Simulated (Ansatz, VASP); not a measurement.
RbSrBr3 in VASP and in Ansatz

File POSCAR:

```
RbSrBr3
1.0
    5.9460751198      0.0000000000      0.0000000000
    0.0000000000      5.9460751198      0.0000000000
    0.0000000000      0.0000000000      6.0352662465
Rb Sr Br
1 1 3
Direct
    0.0000000000      0.0000000000      0.0000000000
    0.5000000000      0.5000000000      0.5000000000
    0.5000000000      0.5000000000      0.0000000000
    0.5000000000      0.0000000000      0.5000000000
    0.0000000000      0.5000000000      0.5000000000
```

INCAR.step1

```
PREC = Accurate
ENCUT = 520
ISMEAR = 0
SIGMA = 0.01
LREAL = F
LASPH = T
NELM = 100
NBANDS = 28
GGA = PE
ALGO = Normal
EDIFF = 1E-4
LWAVE = T
LCHARG = F
```

INCAR.step2

```
PREC = Accurate
ENCUT = 520
EDIFF = 1E-7
ISMEAR = 0
SIGMA = 0.01
LREAL = F
LASPH = T
NELM = 100
ALGO = Normal
ISIF = 2
LWAVE = F
LCHARG = F
METAGGA = R2SCAN
LMIXTAU = T
NBANDS = 28
ISTART = 1
```

Contents of KPOINTS:

```
Automatic mesh
0
Gamma
  4 4 4
```

Input for Ansatz:

```yaml
crystal:
  lattice:
    - [5.9460751198, 0.0, 0.0]
    - [0.0, 5.9460751198, 0.0]
    - [0.0, 0.0, 6.0352662465]
  atoms:
    - { symbol: Rb, position: [0.0, 0.0, 0.0] }
    - { symbol: Sr, position: [0.5, 0.5, 0.5] }
    - { symbol: Br, position: [0.5, 0.5, 0.0] }
    - { symbol: Br, position: [0.5, 0.0, 0.5] }
    - { symbol: Br, position: [0.0, 0.5, 0.5] }
kpoints:
  mp_grid: { grid: [4, 4, 4] }
  band_path:
    path: [[0.0, 0.0, 0.0], [0.0, 0.5, 0.0], [0.5, 0.5, 0.0], [0.5, 0.5, 0.5]]
    npoints: 1
hamiltonian:
  xc: r2scan
scf:
  occupations: { method: fixed }
  n_extra_bands: 5
output:
  forces: true
  stress: true
  eigenvalues: true
```

Change from the starting cell: uniaxial_z strain +1.5%.

Alike in both runs: task single point; functional r2SCAN; k mesh 4 × 4 × 4; no spin polarisation.

|  | VASP | Ansatz |
| --- | --- | --- |
| version | VASP 6.6.1 | Ansatz 0.2.0 |
| potentials or method | VASP PAW PBE potentials, release 64 (Rb_sv, Sr_sv, Br) | plane waves, PAW |
| plane-wave cutoff (eV) | 520 | 500 |
| occupations | gaussian, width 0.01 eV | fixed |
| valence electrons in the cell | 40 | 40 |

VASP gave:

| Item | Value |
| --- | --- |
| gap on the k mesh at the Fermi level (eV) | 4.56 |
| pressure (GPa) | -0.2 |
| traceless stress, the component that is largest in VASP (GPa) | -0.38 |

Problem. Which values does Ansatz return?

Solution. gap on the k mesh at the Fermi level (eV): 4.56; pressure (GPa): -0.2; traceless stress, the component that is largest in VASP (GPa): -0.37.

VASP's potentials were made for PBE, not for r2SCAN.
